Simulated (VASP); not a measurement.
# GaN (Fm-3m) in VASP: notebook

The runs below take GaN through single point, with PBE-based screened hybrid with 100 % exact exchange, PBE-based screened hybrid with 40 % exact exchange.

All numbers are computed with VASP 6.6.1; they aren't measurements. Logs are shortened: lines on timing, memory, paths and dates and some standing lists are left out, and cuts for length are marked.

## (1) The cell of the first run

The structure is cubic, space group Fm-3m (No. 225). Conventional cell: a = 4.217 Å, b = 4.217 Å, c = 4.217 Å, α = 90.00°, β = 90.00°, γ = 90.00°. Within 2.8 Å of Ga (site symmetry m-3m) lie 6 N at 2.11 Å. Within 2.8 Å of N (site symmetry m-3m) lie 6 Ga at 2.11 Å.

## (2) Single point, PBE-based screened hybrid with 100 % exact exchange

File POSCAR:

```
GaN
1.0
    0.0000000000      2.1085153689      2.1085153689
    2.1085153689      0.0000000000      2.1085153689
    2.1085153689      2.1085153689      0.0000000000
Ga N
1 1
Direct
    0.5000000000      0.5000000000      0.5000000000
    0.0000000000      0.0000000000      0.0000000000
```

File INCAR.step1:

```
SYSTEM = GaN
PREC = Accurate
ENCUT = 520
EDIFF = 1E-5
ISMEAR = 0
SIGMA = 0.01
LREAL = .FALSE.
LASPH = .TRUE.
NELM = 60
ALGO = Normal
ISIF = 2
LWAVE = .TRUE.
LCHARG = .FALSE.
NBANDS = 16
GGA = PE
```

File INCAR.step2:

```
SYSTEM = GaN
PREC = Accurate
ENCUT = 520
EDIFF = 1E-6
ISMEAR = 0
SIGMA = 0.01
LREAL = .FALSE.
LASPH = .TRUE.
NELM = 60
ALGO = Normal
ISIF = 2
LWAVE = .FALSE.
LCHARG = .FALSE.
GGA = PE
LHFCALC = .TRUE.
AEXX = 1.0
HFSCREEN = 0.1
PRECFOCK = Normal
NBANDS = 16
ISTART = 1
ALDAC = 1.0
AGGAC = 1.0
```

File KPOINTS:

```
Automatic mesh
0
G
  6 6 6
  0 0 0
```

Potentials or basis: VASP PAW PBE potentials, release 64 (Ga_d, N).

Command:

```bash
cat potpaw_PBE.64/Ga_d/POTCAR potpaw_PBE.64/N/POTCAR > POTCAR
cp INCAR.step1 INCAR
mpirun -np 1 vasp_std > vasp.out
cp INCAR.step2 INCAR
mpirun -np 1 vasp_std > vasp.out
```

OUTCAR:

```text
SYSTEM = GaN
   PREC = Accurate
   ENCUT = 520
   EDIFF = 1E-6
   ISMEAR = 0
   LREAL = .FALSE.
   LASPH = .TRUE.
   NELM = 60
   ISIF = 2
   GGA = PE
   LHFCALC = .TRUE.
   AEXX = 1.0
   HFSCREEN = 0.1
   PRECFOCK = Normal
   ISTART = 1

 ion  position               nearest neighbor table
   1  0.500  0.500  0.500-   2 2.11   2 2.11   2 2.11   2 2.11   2 2.11   2 2.11
   2  0.000  0.000  0.000-   1 2.11   1 2.11   1 2.11   1 2.11   1 2.11   1 2.11

  LATTYP: Found a face centered cubic cell.
 ALAT       =     4.2170307378

  Lattice vectors:

 A1 = (   0.0000000000,   2.1085153689,   2.1085153689)
 A2 = (   2.1085153689,   0.0000000000,   2.1085153689)
 A3 = (   2.1085153689,   2.1085153689,   0.0000000000)

Analysis of symmetry for initial positions (statically):
=====================================================================
 Subroutine PRICEL returns:
 Original cell was already a primitive cell.

 Routine SETGRP: Setting up the symmetry group for a
 face centered cubic supercell.

 Subroutine GETGRP returns: Found 48 space group operations
 (whereof 48 operations were pure point group operations)
 out of a pool of 48 trial point group operations.

The static configuration has the point symmetry O_h .

Analysis of symmetry for dynamics (positions and initial velocities):
=====================================================================
 Subroutine PRICEL returns:
 Original cell was already a primitive cell.

 Routine SETGRP: Setting up the symmetry group for a
 face centered cubic supercell.

 Subroutine GETGRP returns: Found 48 space group operations
 (whereof 48 operations were pure point group operations)
 out of a pool of 48 trial point group operations.

The dynamic configuration has the point symmetry O_h .

 Subroutine INISYM returns: Found 48 space group operations
 (whereof 48 operations are pure point group operations),
 and found     1 'primitive' translations

----------------------------------------------------------------------------------------

                                     Primitive cell

  volume of cell :      18.7482

  direct lattice vectors                    reciprocal lattice vectors
     0.000000000  2.108515369  2.108515369    -0.237133676  0.237133676  0.237133676
     2.108515369  0.000000000  2.108515369     0.237133676 -0.237133676  0.237133676
     2.108515369  2.108515369  0.000000000     0.237133676  0.237133676 -0.237133676

  length of vectors
     2.981891031  2.981891031  2.981891031     0.410727575  0.410727575  0.410727575

  position of ions in fractional coordinates (direct lattice)
     0.500000000  0.500000000  0.500000000
     0.000000000  0.000000000  0.000000000

  ion indices of the primitive-cell ions
   primitive index   ion index
                 1           1
                 2           2

----------------------------------------------------------------------------------------

 KPOINTS: Automatic mesh

Automatic generation of k-mesh.
 Grid dimensions read from file:
 generate k-points for:    6    6    6

 Generating k-lattice:

  Cartesian coordinates                     Fractional coordinates (reciprocal lattice)
    -0.039522279  0.039522279  0.039522279     0.166666667  0.000000000  0.000000000
     0.039522279 -0.039522279  0.039522279     0.000000000  0.166666667  0.000000000
     0.039522279  0.039522279 -0.039522279     0.000000000  0.000000000  0.166666667

  Length of vectors
     0.068454596  0.068454596  0.068454596

  Shift w.r.t. Gamma in fractional coordinates (k-lattice)
     0.000000000  0.000000000  0.000000000

 Subroutine IBZKPT returns following result:
 ===========================================

 Found     16 irreducible k-points:

 Following reciprocal coordinates:
            Coordinates               Weight
  0.000000  0.000000  0.000000      1.000000
  0.166667  0.000000  0.000000      8.000000
  0.333333  0.000000  0.000000      8.000000
  0.500000  0.000000  0.000000      4.000000
  0.166667  0.166667  0.000000      6.000000
  0.333333  0.166667  0.000000     24.000000
[... 8 lines left out ...]
 -0.333333  0.333333  0.166667     24.000000
 -0.333333  0.500000  0.166667     12.000000
   k-points           NKPTS =     16   k-points in BZ     NKDIM =    216   number of bands    NBANDS=     16
   number of dos      NEDOS =    301   number of ions     NIONS =      2
   total plane-waves  NPLWV =  13824
   dimension x,y,z NGX =    24 NGY =   24 NGZ =   24
   dimension x,y,z NGXF=    48 NGYF=   48 NGZF=   48
   ions per type =               1   1
   NGX,Y,Z   is equivalent  to a cutoff of  13.38, 13.38, 13.38 a.u.
   NGXF,Y,Z  is equivalent  to a cutoff of  26.76, 26.76, 26.76 a.u.
 SYSTEM =  GaN
   PREC   = accura    normal or accurate (medium, high low for compatibility)
   ISTART =      1    job   : 0-new  1-cont  2-samecut
   ICHARG =      0    charge: 1-file 2-atom 10-const
   ISPIN  =      1    spin polarized calculation?
   LNONCOLLINEAR =      F non collinear calculations
   LSORBIT =      F    spin-orbit coupling
   LASPH  =      T    aspherical Exc in radial PAW
   ENCUT  =  520.0 eV  38.22 Ry    6.18 a.u.   5.54  5.54  5.54*2*pi/ulx,y,z
   NELM   =     60;   NELMIN=  2; NELMDL=  0     # of ELM steps
   EDIFF  = 0.1E-05   stopping-criterion for ELM
   LREAL  =      F    real-space projection
   EDIFFG = 0.1E-04   stopping-criterion for IOM
   NSW    =      0    number of steps for IOM
   IBRION =     -1    ionic relax: 0-MD 1-quasi-New 2-CG
   NFREE  =      0    steps in history (QN), initial steepest desc. (CG)
   ISIF   =      2    stress and relaxation
   ISYM   =      3    0-nonsym 1-usesym 2-fastsym
   POTIM  = 0.5000    time-step for ionic-motion
   TEBEG  =    0.0;   TEEND  =   0.0 temperature during run
   PSTRESS=    0.0 pullay stress
   NELECT =      18.0000    total number of electrons
   NUPDOWN=      -1.0000    fix difference up-down
   EMIN   =  10.00;   EMAX   =-10.00  energy-range for DOS
   EFERMI =   0.00;   METHOD = LEGACY
   ISMEAR =     0;   SIGMA  =   0.01  broadening in eV -4-tet -1-fermi 0-gaus
   EFERMI_NEDOS =   21; number of points for ismear=-14 and -15
   IALGO  =     38    algorithm
   IMIX   =      1    mixing-type and parameters
     AMIX     =   0.40;   BMIX     =  1.00
     AMIX_MAG =   1.60;   BMIX_MAG =  1.00
  volume/ion in A,a.u.               =       9.37        63.26
  Fermi-wavevector in a.u.,A,eV,Ry     =   1.615024  3.051952 35.488097  2.608302
  Thomas-Fermi vector in A             =   2.709838
   LORBIT       =      0    0 simple, 1 ext, 2 COOP (PROOUT), +10 PAW based schemes
   GGA     = PE    functional components
   LHFCALC =     T    Hartree Fock is set to
   PRECFOCK=normal    Normal, Fast or Accurate (Low or Medium for compatibility)
   ENCUT4O =  -1.0   cutoff for four orbital integrals eV
   NKREDX  =     1    reduce k-point grid by
   NKREDY  =     1    reduce k-point grid by
   NKREDZ  =     1    reduce k-point grid by
   AEXX    =    1.0000 exact exchange contribution
   HFSCREEN=    0.1000 screening length (either q_TF or 0.3 A-1)
   HFSCREENC=   0.1000 screening length for correlation (either q_TF or 0.3 A-1)
   ENCUTFOCK=  -1.0 apply spherical cutoff to Coloumb kernel
   IVDW    =     0    specifies the selected vdW correction
   LEPSILON=     F    determine dielectric tensor
   LRPA    =     F    only Hartree local field effects (RPA)
 non-spin polarized calculation
 Gauss-broadening in eV      SIGMA  =   0.01
  energy-cutoff  :      520.00
  volume of cell :       18.75
 maximum number of plane-waves:       531
 NGX is ok and might be reduce to    24
  NGX = 18; NGY = 18; NGZ = 18

 number of electron      18.0000008 magnetization

 Free energy of the ion-electron system (eV)
  ---------------------------------------------------
  ext. energy  EPLUGINS =         0.00000000
  ---------------------------------------------------
  free energy    TOTEN  =       -24.57067820 eV

  energy without entropy =      -24.57067820  energy(sigma->0) =      -24.57067820

 E-fermi :   3.8644     XC(G=0):  -2.6223

 val. band max:        3.7819368388   @ k =  -0.1667   0.1667   0.0000
 cond. band min:      11.8644170473   @ k =   0.5000   0.5000   0.0000
 fundamental gap:      8.0824802084
 Fermi energy:         3.8643723780

 k-point     1 :       0.0000    0.0000    0.0000
  band No.  band energies     occupation
      1     -19.9285      2.00000
      2     -19.4732      2.00000
      3     -19.4732      2.00000
      4     -19.3481      2.00000
      5     -19.3481      2.00000
      6     -19.3481      2.00000
[... 8 lines left out ...]
     15      29.9995      0.00000
     16      29.9995      0.00000

 k-point     2 :       0.1667    0.0000    0.0000
  band No.  band energies     occupation
      1     -19.5144      2.00000
      2     -19.5144      2.00000
      3     -19.4096      2.00000
      4     -19.3139      2.00000
      5     -19.3139      2.00000
      6     -19.2091      2.00000
[... 8 lines left out ...]
     15      28.7762      0.00000
     16      28.7762      0.00000

 k-point     3 :       0.3333    0.0000    0.0000
  band No.  band energies     occupation
      1     -19.6078      2.00000
      2     -19.6078      2.00000
      3     -19.4261      2.00000
      4     -19.2332      2.00000
      5     -19.2332      2.00000
      6     -17.4742      2.00000
[... 8 lines left out ...]
     15      32.1514      0.00000
     16      32.1515      0.00000

 k-point     4 :       0.5000    0.0000    0.0000
  band No.  band energies     occupation
      1     -19.6556      2.00000
      2     -19.6556      2.00000
      3     -19.4469      2.00000
      4     -19.1911      2.00000
      5     -19.1911      2.00000
      6     -16.1732      2.00000
[... 8 lines left out ...]
     15      36.6399      0.00000
     16      36.6400      0.00000

 k-point     5 :       0.1667    0.1667    0.0000
  band No.  band energies     occupation
      1     -19.8254      2.00000
      2     -19.4524      2.00000
      3     -19.3817      2.00000
      4     -19.2992      2.00000
      5     -19.2992      2.00000
      6     -18.7781      2.00000
[... 8 lines left out ...]
     15      33.6265      0.00000
     16      33.6265      0.00000

 k-point     6 :       0.3333    0.1667    0.0000
  band No.  band energies     occupation
      1     -19.9518      2.00000
      2     -19.4959      2.00000
      3     -19.4007      2.00000
      4     -19.2709      2.00000
      5     -19.2243      2.00000
      6     -17.2620      2.00000
[... 8 lines left out ...]
     15      33.5004      0.00000
     16      34.7933      0.00000
[... 115 lines left out ...]
 k-point    13 :       0.5000    0.5000    0.0000
  band No.  band energies     occupation
      1     -20.6078      2.00000
      2     -19.4836      2.00000
      3     -19.3897      2.00000
      4     -19.1214      2.00000
      5     -19.1214      2.00000
      6     -13.3924      2.00000
[... 8 lines left out ...]
     15      41.5292      0.00000
     16      41.8478      0.00000

 k-point    14 :       0.5000    0.3333    0.1667
  band No.  band energies     occupation
      1     -20.1478      2.00000
      2     -19.5267      2.00000
      3     -19.3914      2.00000
      4     -19.2527      2.00000
      5     -19.1865      2.00000
      6     -15.4952      2.00000
[... 8 lines left out ...]
     15      35.2530      0.00000
     16      37.7013      0.00000

 k-point    15 :      -0.3333    0.3333    0.1667
  band No.  band energies     occupation
      1     -20.2015      2.00000
      2     -19.5627      2.00000
      3     -19.3446      2.00000
      4     -19.3024      2.00000
      5     -19.1519      2.00000
      6     -14.3110      2.00000
[... 8 lines left out ...]
     15      32.2886      0.00000
     16      39.3776      0.00000

 k-point    16 :      -0.3333    0.5000    0.1667
  band No.  band energies     occupation
      1     -20.4174      2.00000
      2     -19.4892      2.00000
      3     -19.4094      2.00000
      4     -19.2300      2.00000
      5     -19.1214      2.00000
      6     -13.5441      2.00000
[... 8 lines left out ...]
     15      35.1248      0.00000
     16      41.6725      0.00000

------------------------ aborting loop because EDIFF is reached ----------------------------------------

  FORCE on cell =-STRESS in cart. coord.  units (eV):
  Direction    XX          YY          ZZ          XY          YZ          ZX
  --------------------------------------------------------------------------------------
  -------------------------------------------------------------------------------------
  Total       -2.9347684     -2.9347684     -2.9347684     -0.0000000      0.0000000     -0.0000000
  in kB     -250.7980264   -250.7980264   -250.7980264     -0.0000000      0.0000000     -0.0000000
  external PRESSURE =    -250.7980264 kB  Pullay stress =       0.0000000 kB

 VOLUME and BASIS-vectors are now :
 -----------------------------------------------------------------------------
  energy-cutoff  :      520.00
  volume of cell :       18.75
      direct lattice vectors                 reciprocal lattice vectors
     0.000000000  2.108515369  2.108515369    -0.237133676  0.237133676  0.237133676
     2.108515369  0.000000000  2.108515369     0.237133676 -0.237133676  0.237133676
     2.108515369  2.108515369  0.000000000     0.237133676  0.237133676 -0.237133676

 POSITION                                       TOTAL-FORCE (eV/Angst)
 -----------------------------------------------------------------------------------
      2.10852      2.10852      2.10852         0.000000      0.000000     -0.000000
      0.00000      0.00000      0.00000        -0.000000     -0.000000      0.000000
 -----------------------------------------------------------------------------------
    total drift:                                0.000001      0.000001      0.000001

  FREE ENERGIE OF THE ION-ELECTRON SYSTEM (eV)
  ---------------------------------------------------
  free  energy   TOTEN  =       -24.5706781982 eV

  energy  without entropy=      -24.5706781982  energy(sigma->0) =      -24.57067820
```

It took 46 min on 1 thread of Intel Xeon 8259CL, shared host; peak memory 0.26 GiB.

What came out:

```yaml
Free_energy: -24.5707 eV
Pressure: -25.1 GPa
Band_gap_on_the_k_mesh: 8.08 eV (least direct gap 10.38 eV)
```

Caveat: the k points lie up to 0.43 Å⁻¹ apart; the PAW data sets were made with another functional, which shifts forces and pressure a little.

## (3) Single point, PBE-based screened hybrid with 40 % exact exchange

POSCAR is that of step 2.

File INCAR.step1:

```
PREC = Accurate ; ENCUT = 520
EDIFF = 1E-5 ; ISMEAR = 0
SIGMA = 0.01 ; LREAL = F
LASPH = T ; NELM = 100
ALGO = Normal ; ISIF = 2
LWAVE = T ; LCHARG = F
NBANDS = 16 ; GGA = PE
```

File INCAR.step2:

```
PREC = Accurate ; ENCUT = 520
EDIFF = 1E-7 ; ISMEAR = 0
SIGMA = 0.01 ; LREAL = F
LASPH = T ; NELM = 100
ALGO = Normal ; ISIF = 2
LWAVE = F ; LCHARG = F
GGA = PE ; LHFCALC = T
AEXX = 0.4 ; HFSCREEN = 0.3
PRECFOCK = Normal ; NBANDS = 16
ISTART = 1
```

File KPOINTS:

```
regular mesh
0
Gamma
  6 6 6
```

Potentials or basis: VASP PAW PBE potentials, release 64 (Ga_d, N).

Command:

```bash
cat potpaw_PBE.64/Ga_d/POTCAR potpaw_PBE.64/N/POTCAR > POTCAR
cp INCAR.step1 INCAR
mpirun -np 1 vasp_std > vasp.out
cp INCAR.step2 INCAR
mpirun -np 1 vasp_std > vasp.out
```

OUTCAR:

```text
PREC = Accurate
   ENCUT = 520
   EDIFF = 1E-7
   ISMEAR = 0
   LREAL = F
   LASPH = T
   NELM = 100
   ISIF = 2
   GGA = PE
   LHFCALC = T
   AEXX = 0.4
   HFSCREEN = 0.3
   PRECFOCK = Normal
   ISTART = 1

 ion  position               nearest neighbor table
   1  0.500  0.500  0.500-   2 2.11   2 2.11   2 2.11   2 2.11   2 2.11   2 2.11
   2  0.000  0.000  0.000-   1 2.11   1 2.11   1 2.11   1 2.11   1 2.11   1 2.11

  LATTYP: Found a face centered cubic cell.
 ALAT       =     4.2170307378

  Lattice vectors:

 A1 = (   0.0000000000,   2.1085153689,   2.1085153689)
 A2 = (   2.1085153689,   0.0000000000,   2.1085153689)
 A3 = (   2.1085153689,   2.1085153689,   0.0000000000)

Analysis of symmetry for initial positions (statically):
=====================================================================
 Subroutine PRICEL returns:
 Original cell was already a primitive cell.

 Routine SETGRP: Setting up the symmetry group for a
 face centered cubic supercell.
[... 162 lines left out ...]
  ---------------------------------------------------
  free energy    TOTEN  =       -14.84417141 eV

  energy without entropy =      -14.84417141  energy(sigma->0) =      -14.84417141

 E-fermi :   7.0950     XC(G=0):  -9.4667

 val. band max:        6.9508987294   @ k =  -0.1667   0.1667   0.0000
 cond. band min:       9.3188758929   @ k =   0.5000   0.5000   0.0000
 fundamental gap:      2.3679771635
 Fermi energy:         7.0950198792

 k-point     1 :       0.0000    0.0000    0.0000
  band No.  band energies     occupation
      1     -12.8896      2.00000
      2     -10.5724      2.00000
      3     -10.5724      2.00000
      4     -10.5724      2.00000
      5     -10.5683      2.00000
      6     -10.5683      2.00000
[... 281 lines left out ...]
      3     -10.5831      2.00000
      4     -10.4428      2.00000
      5     -10.3106      2.00000
      6      -6.6975      2.00000
[... 8 lines left out ...]
     15      31.4267      0.00000
     16      37.6267      0.00000

------------------------ aborting loop because EDIFF is reached ----------------------------------------

  FORCE on cell =-STRESS in cart. coord.  units (eV):
  Direction    XX          YY          ZZ          XY          YZ          ZX
  --------------------------------------------------------------------------------------
  -------------------------------------------------------------------------------------
  Total       -0.5596560     -0.5596560     -0.5596560     -0.0000000     -0.0000000      0.0000000
  in kB      -47.8268160    -47.8268160    -47.8268160     -0.0000000     -0.0000000      0.0000000
  external PRESSURE =     -47.8268160 kB  Pullay stress =       0.0000000 kB

 VOLUME and BASIS-vectors are now :
 -----------------------------------------------------------------------------
  energy-cutoff  :      520.00
  volume of cell :       18.75
      direct lattice vectors                 reciprocal lattice vectors
     0.000000000  2.108515369  2.108515369    -0.237133676  0.237133676  0.237133676
     2.108515369  0.000000000  2.108515369     0.237133676 -0.237133676  0.237133676
     2.108515369  2.108515369  0.000000000     0.237133676  0.237133676 -0.237133676

 POSITION                                       TOTAL-FORCE (eV/Angst)
 -----------------------------------------------------------------------------------
      2.10852      2.10852      2.10852         0.000000      0.000000     -0.000000
      0.00000      0.00000      0.00000        -0.000000     -0.000000      0.000000
 -----------------------------------------------------------------------------------
    total drift:                               -0.000010     -0.000016     -0.000015

  FREE ENERGIE OF THE ION-ELECTRON SYSTEM (eV)
  ---------------------------------------------------
  free  energy   TOTEN  =       -14.8441714122 eV

  energy  without entropy=      -14.8441714122  energy(sigma->0) =      -14.84417141
```

Wall time 48 min (1 thread of Intel Xeon 8259CL, shared host); peak memory 0.26 GiB.

What came out:

- Free energy: -14.8442 eV
- Pressure: -4.8 GPa
- Band gap on the k mesh: 2.37 eV (least direct gap 4.65 eV)

Caveat: the k points lie up to 0.43 Å⁻¹ apart; the PAW data sets were made with another functional, which shifts forces and pressure a little. A k mesh can miss the band edges.
